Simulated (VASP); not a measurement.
Here is a VASP 6.6.1 calculation.

INCAR

```
SYSTEM = Sr
ALGO = Normal
EDIFF = 1E-6
ENCUT = 520
GGA = PE
ISIF = 2
ISMEAR = 0
ISPIN = 2
LASPH = .True.
LCHARG = .False.
LORBIT = 11
LREAL = .False.
LWAVE = .False.
MAGMOM = 0.5 0.5 0.5 0.5
NBANDS = 32
NELM = 150
PREC = Accurate
SIGMA = 0.05
```

Contents of KPOINTS:

```
k-points
0
Gamma
  1 1 9
  0 0 0
```

POSCAR

```
Sr
1.0
   13.0000000000      0.0000000000      0.0000000000
    0.0000000000      9.3000000000      0.0000000000
    0.0000000000      0.0000000000      7.6693878699
Sr
4
Direct
    0.3451373603      0.5000000000      0.0000000000
    0.3451373603      0.5000000000      0.5000000000
    0.6548626397      0.5000000000      0.0000000000
    0.6548626397      0.5000000000      0.5000000000
```

Potentials or basis: VASP PAW PBE potentials, release 64 (Sr_sv).

Run with:

```bash
$ cat potpaw_PBE.64/Sr_sv/POTCAR > POTCAR
$ mpirun -np 1 vasp_std > vasp.out
```

Question: Predict the largest force.

Answer: 0.017 eV/Å.

Question: Predict the site moments.

Answer: Sr +0.05 μB.

Question: Estimate the net moment.

Answer: 1.11 μB per cell.

Forces on the atoms (eV/Å):
```
Sr   0.017  0.000  0.000
Sr   0.017  0.000  0.000
Sr  -0.017  0.000  0.000
Sr  -0.017  0.000  0.000
```
